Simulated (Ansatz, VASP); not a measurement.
**TaN in VASP and in Ansatz**

```
Ta N
1.0
     2.98255    0.00000    0.00000
    -1.49128    2.58297    0.00000
     0.00000    0.00000   11.19764
Ta N
4 4
Direct
  0.00000 0.00000 0.00000
  0.33333 0.66667 0.25000
  0.00000 0.00000 0.50000
  0.66667 0.33333 0.75000
  0.66667 0.33333 0.12906
  0.66667 0.33333 0.37094
  0.33333 0.66667 0.62906
  0.33333 0.66667 0.87094
```

Alike in both runs: functional PBE; k mesh 12 × 12 × 5; occupations gaussian, width 0.1 eV; no spin polarisation.

Ansatz relaxed the structure, and its values are those at the end. VASP's run is a single point on that final structure, the one shown.

|  | VASP | Ansatz |
| --- | --- | --- |
| version | VASP 6.6.1 | Ansatz 0.2.0 |
| potentials or method | VASP PAW PBE potentials, release 64 (Ta_pv, N), cutoff 520 eV | scalar-relativistic, plane waves, PAW |
| valence electrons in the cell | 64 | 72 |

Ansatz gave:

```
gap on the k mesh at the Fermi level (eV) : none
pressure (GPa)                            : 0.0
rms of the force components (eV/Å)        : 0.000
```

Question: Which values does VASP return?

Answer: gap on the k mesh at the Fermi level (eV): none; pressure (GPa): 0.8; rms of the force components (eV/Å): 0.005.

A gap of «none» marks a metal or a gap that the smearing closes. VASP's potentials hold 64 valence electrons a cell and Ansatz's 72, so a difference there can come from the potentials and not from the codes.

Neither program's run includes spin-orbit coupling.
